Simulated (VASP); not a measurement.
# Mo (Im-3m) in VASP: notebook, part 2 of 2

VASP 6.6.1. Earlier steps stand in the parts before.

## 3. Relaxation of cell and atoms, PBE

This run uses another cell than the first one, of 15.89 Å³/atom, 1.007 times its volume.

The input, INCAR:

```
SYSTEM = Mo
PREC = Accurate ; ENCUT = 600
EDIFF = 1E-6 ; ISMEAR = 0
SIGMA = 0.1 ; LREAL = .FALSE.
LASPH = .TRUE. ; NELM = 60
ALGO = Normal ; ISIF = 3
LWAVE = .FALSE. ; LCHARG = .FALSE.
GGA = PE ; IBRION = 2
NSW = 100 ; EDIFFG = -0.002
```

The input, KPOINTS:

```
regular mesh
0
G
  18 18 18
  0 0 0
```

The input, POSCAR:

```
Mo
1.0
   -1.5838089700      1.5838089700      1.5838089700
    1.5838089700     -1.5838089700      1.5838089700
    1.5838089700      1.5838089700     -1.5838089700
Mo
1
Direct
    0.0000000000      0.0000000000      0.0000000000
```

Potentials or basis: VASP PAW PBE potentials, release 64 (Mo_sv).

The run is started by

```sh
$ cat potpaw_PBE.64/Mo_sv/POTCAR > POTCAR
$ mpirun -np 1 vasp_std > vasp.out
```

OUTCAR:

```text
SYSTEM = Mo
   PREC = Accurate
   ENCUT = 600
   EDIFF = 1E-6
   ISMEAR = 0
   LREAL = .FALSE.
   LASPH = .TRUE.
   NELM = 60
   ISIF = 3
   GGA = PE
   IBRION = 2
   NSW = 100
   EDIFFG = -0.002

 ion  position               nearest neighbor table
   1  0.000  0.000  0.000-

  LATTYP: Found a body centered cubic cell.
 ALAT       =     3.1676179400

  Lattice vectors:

 A1 = (  -1.5838089700,   1.5838089700,   1.5838089700)
 A2 = (   1.5838089700,  -1.5838089700,   1.5838089700)
 A3 = (   1.5838089700,   1.5838089700,  -1.5838089700)

Analysis of symmetry for initial positions (statically):
=====================================================================
 Subroutine PRICEL returns:
 Original cell was already a primitive cell.

 Routine SETGRP: Setting up the symmetry group for a
 body centered cubic supercell.

 Subroutine GETGRP returns: Found 48 space group operations
 (whereof 48 operations were pure point group operations)
 out of a pool of 48 trial point group operations.

The static configuration has the point symmetry O_h .

Analysis of symmetry for dynamics (positions and initial velocities):
=====================================================================
 Subroutine PRICEL returns:
 Original cell was already a primitive cell.

 Routine SETGRP: Setting up the symmetry group for a
 body centered cubic supercell.

 Subroutine GETGRP returns: Found 48 space group operations
 (whereof 48 operations were pure point group operations)
 out of a pool of 48 trial point group operations.

The dynamic configuration has the point symmetry O_h .

 Subroutine INISYM returns: Found 48 space group operations
 (whereof 48 operations are pure point group operations),
 and found     1 'primitive' translations

----------------------------------------------------------------------------------------

                                     Primitive cell

  volume of cell :      15.8916

  direct lattice vectors                    reciprocal lattice vectors
    -1.583808970  1.583808970  1.583808970     0.000000000  0.315694638  0.315694638
     1.583808970 -1.583808970  1.583808970     0.315694638  0.000000000  0.315694638
     1.583808970  1.583808970 -1.583808970     0.315694638  0.315694638  0.000000000

  length of vectors
     2.743237606  2.743237606  2.743237606     0.446459639  0.446459639  0.446459639

  position of ions in fractional coordinates (direct lattice)
     0.000000000  0.000000000  0.000000000

  ion indices of the primitive-cell ions
   primitive index   ion index
                 1           1

----------------------------------------------------------------------------------------

 KPOINTS: regular mesh

Automatic generation of k-mesh.
 Grid dimensions read from file:
 generate k-points for:   18   18   18

 Generating k-lattice:

  Cartesian coordinates                     Fractional coordinates (reciprocal lattice)
[... 47 lines left out ...]
   ions per type =               1
   NGX,Y,Z   is equivalent  to a cutoff of  14.54, 14.54, 14.54 a.u.
   NGXF,Y,Z  is equivalent  to a cutoff of  29.09, 29.09, 29.09 a.u.
 SYSTEM =  Mo
   PREC   = accura    normal or accurate (medium, high low for compatibility)
   ISTART =      0    job   : 0-new  1-cont  2-samecut
   ICHARG =      2    charge: 1-file 2-atom 10-const
   ISPIN  =      1    spin polarized calculation?
   LNONCOLLINEAR =      F non collinear calculations
   LSORBIT =      F    spin-orbit coupling
   LASPH  =      T    aspherical Exc in radial PAW
   ENCUT  =  600.0 eV  44.10 Ry    6.64 a.u.   5.48  5.48  5.48*2*pi/ulx,y,z
   NELM   =     60;   NELMIN=  2; NELMDL= -5     # of ELM steps
   EDIFF  = 0.1E-05   stopping-criterion for ELM
   LREAL  =      F    real-space projection
   EDIFFG = -.2E-02   stopping-criterion for IOM
   NSW    =    100    number of steps for IOM
   IBRION =      2    ionic relax: 0-MD 1-quasi-New 2-CG
   NFREE  =      1    steps in history (QN), initial steepest desc. (CG)
   ISIF   =      3    stress and relaxation
   ISYM   =      2    0-nonsym 1-usesym 2-fastsym
   POTIM  = 0.5000    time-step for ionic-motion
   TEBEG  =    0.0;   TEEND  =   0.0 temperature during run
   PSTRESS=    0.0 pullay stress
   NELECT =      14.0000    total number of electrons
   NUPDOWN=      -1.0000    fix difference up-down
   EMIN   =  10.00;   EMAX   =-10.00  energy-range for DOS
   EFERMI =   0.00;   METHOD = LEGACY
   ISMEAR =     0;   SIGMA  =   0.10  broadening in eV -4-tet -1-fermi 0-gaus
   EFERMI_NEDOS =   21; number of points for ismear=-14 and -15
   IALGO  =     38    algorithm
   IMIX   =      4    mixing-type and parameters
     AMIX     =   0.40;   BMIX     =  1.00
     AMIX_MAG =   1.60;   BMIX_MAG =  1.00
  volume/ion in A,a.u.               =      15.89       107.24
  Fermi-wavevector in a.u.,A,eV,Ry     =   1.569380  2.965698 33.510508  2.462953
  Thomas-Fermi vector in A             =   2.671271
   LORBIT       =      0    0 simple, 1 ext, 2 COOP (PROOUT), +10 PAW based schemes
   GGA     = PE    functional components
   LHFCALC =     F    Hartree Fock is set to
   AEXX    =    0.0000 exact exchange contribution
   IVDW    =     0    specifies the selected vdW correction
   LEPSILON=     F    determine dielectric tensor
   LRPA    =     F    only Hartree local field effects (RPA)
 conjugate gradient relaxation of ions
 non-spin polarized calculation
 Gauss-broadening in eV      SIGMA  =   0.10
  energy-cutoff  :      600.00
  volume of cell :       15.89
 maximum number of plane-waves:       555
 NGX is ok and might be reduce to    24
   NGX = 11   NGY = 11   NGZ = 11

--------------------------------------- Ionic step        1  -------------------------------------------

 number of electron      14.0000002 magnetization

 Free energy of the ion-electron system (eV)
  ---------------------------------------------------
  ext. energy  EPLUGINS =         0.00000000
  ---------------------------------------------------
  free energy    TOTEN  =       -10.93483413 eV

  energy without entropy =      -10.93209810  energy(sigma->0) =      -10.93346611

------------------------ aborting loop because EDIFF is reached ----------------------------------------

  FORCE on cell =-STRESS in cart. coord.  units (eV):
  Direction    XX          YY          ZZ          XY          YZ          ZX
  --------------------------------------------------------------------------------------
  -------------------------------------------------------------------------------------
  Total       -0.1339745     -0.1339745     -0.1339745      0.0000000     -0.0000000     -0.0000000
  in kB      -13.5071730    -13.5071730    -13.5071730      0.0000000     -0.0000000     -0.0000000
  external PRESSURE =     -13.5071730 kB  Pullay stress =       0.0000000 kB
[... 57 lines left out ...]
--------------------------------------- Ionic step        3  -------------------------------------------

 number of electron      14.0000002 magnetization

 Free energy of the ion-electron system (eV)
  ---------------------------------------------------
  ext. energy  EPLUGINS =         0.00000000
  ---------------------------------------------------
  free energy    TOTEN  =       -10.93519338 eV

  energy without entropy =      -10.93252268  energy(sigma->0) =      -10.93385803

 E-fermi :  12.4306     XC(G=0): -13.3271

 val. band max:       12.4094651911   @ k =   0.3889   0.1111  -0.0000
 cond. band min:      12.4348130665   @ k =  -0.3889   0.4444   0.2778
 fundamental gap:      0.0253478754
 Fermi energy:        12.4306165123

 k-point     1 :       0.0000    0.0000    0.0000
  band No.  band energies     occupation
      1     -48.8662      2.00000
      2     -22.1586      2.00000
      3     -22.1586      2.00000
      4     -22.1586      2.00000
      5       5.2155      2.00000
      6      11.0707      2.00000
      7      11.0707      2.00000
      8      11.0707      2.00000
      9      14.0550      0.00000
     10      14.0550      0.00000
     11      27.2287      0.00000
[... 309 lines left out ...]
 k-point    24 :       0.3889    0.1111   -0.0000
  band No.  band energies     occupation
      1     -48.6132      2.00000
      2     -23.4256      2.00000
      3     -22.6274      2.00000
      4     -22.2279      2.00000
      5       7.5638      2.00000
      6       9.2189      2.00000
      7      12.4095      1.23516
      8      13.9548      0.00000
      9      15.0705      0.00000
     10      17.7211      0.00000
     11      23.9767      0.00000

 [... further k-points ...]

------------------------ aborting loop because EDIFF is reached ----------------------------------------

  FORCE on cell =-STRESS in cart. coord.  units (eV):
  Direction    XX          YY          ZZ          XY          YZ          ZX
  --------------------------------------------------------------------------------------
  -------------------------------------------------------------------------------------
  Total        0.0002500      0.0002500      0.0002500      0.0000000      0.0000000     -0.0000000
  in kB        0.0253345      0.0253345      0.0253345      0.0000000      0.0000000     -0.0000000
  external PRESSURE =       0.0253345 kB  Pullay stress =       0.0000000 kB
[... 16 lines left out ...]
  FREE ENERGIE OF THE ION-ELECTRON SYSTEM (eV)
  ---------------------------------------------------
  free  energy   TOTEN  =       -10.9351933787 eV

  energy  without entropy=      -10.9325226832  energy(sigma->0) =      -10.93385803

 reached required accuracy - stopping structural energy minimisation
```

OSZICAR:

```text
N       E                     dE             d eps       ncg     rms          rms(c)
DAV:   1     0.987971631598E+02    0.98797E+02   -0.89329E+03  4333   0.145E+03
DAV:   2    -0.101287385030E+02   -0.10893E+03   -0.10537E+03  4658   0.361E+02
DAV:   3    -0.116025996659E+02   -0.14739E+01   -0.14602E+01  4921   0.417E+01
[... 20 lines left out ...]
DAV:   2    -0.109373185073E+02    0.33316E-01   -0.71744E-02  4431   0.337E+00    0.357E-01
DAV:   3    -0.109349802025E+02    0.23383E-02   -0.10213E-02  4667   0.125E+00    0.285E-01
DAV:   4    -0.109351948455E+02   -0.21464E-03   -0.18564E-04  4433   0.161E-01    0.238E-02
DAV:   5    -0.109351926388E+02    0.22066E-05   -0.13475E-05  4829   0.451E-02    0.301E-03
DAV:   6    -0.109351933787E+02   -0.73986E-06   -0.10387E-07  2569   0.511E-03
   3 F= -.10935193E+02 E0= -.10933858E+02  d E =-.359251E-03
```

CONTCAR:

```text
Mo
   1.00000000000000
    -1.5810245528201887    1.5810245528201887    1.5810245528201887
     1.5810245528201887   -1.5810245528201887    1.5810245528201887
     1.5810245528201887    1.5810245528201887   -1.5810245528201887
  Mo
     1
Direct
     0.0000000000000000    0.0000000000000000    0.0000000000000000

  0.00000000E+00  0.00000000E+00  0.00000000E+00
```

It took 48 s on 1 thread of Intel Xeon Platinum 8488C (Sapphire Rapids), shared host; peak memory 0.18 GiB.

Results:

```
Free energy                            : -10.9352 eV
Relaxed volume                         : 15.81 Å³/atom
Relaxed cell                           : a = 2.738 Å, b = 2.738 Å, c = 2.738 Å, α = 109.47°, β = 109.47°, γ = 109.47°
Space group after relaxing (to 0.05 Å) : Im-3m (No. 229)
Energy gained by relaxing              : 0.4 meV/atom
Ionic steps                            : 3
Pressure after relaxing                : 0.0 GPa
Band gap on the k mesh                 : zero (band 7 reaches 16.33 eV, above the bottom of band 8 at 11.07 eV)
```

Step by step:
```
step  energy change (eV)  largest force (eV/Å)  pressure (GPa)  volume (Å³)
   1              0.0000                0.0000           -1.35        15.89
   2              0.0022                0.0000            3.81        15.59
   3             -0.0004                0.0000            0.00        15.81
```

Final structure:
```xyz
1
Lattice="-1.5810 1.5810 1.5810 1.5810 -1.5810 1.5810 1.5810 1.5810 -1.5810" Properties=species:S:1:pos:R:3 pbc="T T T"
Mo    0.0000    0.0000    0.0000
```
